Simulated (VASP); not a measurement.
Input of a VASP 6.6.1 run:

File INCAR:

```
SYSTEM = TiN
  ALGO = Normal
  EDIFF = 1E-6
  ENCUT = 600
  GGA = PE
  GGA_COMPAT = .False.
  ISIF = 2
  ISMEAR = 1
  LASPH = .True.
  LCHARG = .False.
  LREAL = .False.
  LWAVE = .False.
  NBANDS = 16
  NELM = 120
  PREC = Accurate
  SIGMA = 0.1
```

File KPOINTS:

```
k-points
0
Gamma
  9 9 9
  0 0 0
```

POSCAR

```
TiN
1.0
    2.9967190000      0.0000000000      0.0000000000
    1.4983595000      2.5952347820      0.0000000000
    1.4983595000      0.8650782607      2.4468108175
Ti N
1 1
Direct
    0.0000000000      0.0000000000      0.0000000000
    0.5000000000      0.5000000000      0.5000000000
```

Potentials or basis: VASP PAW PBE potentials, release 64 (Ti_sv, N).

Launch:

```console
$ cat potpaw_PBE.64/Ti_sv/POTCAR potpaw_PBE.64/N/POTCAR > POTCAR
$ mpirun -np 1 vasp_std > vasp.out
```

(1) Estimate the pressure.

## Answers

(1) 2.0 GPa.
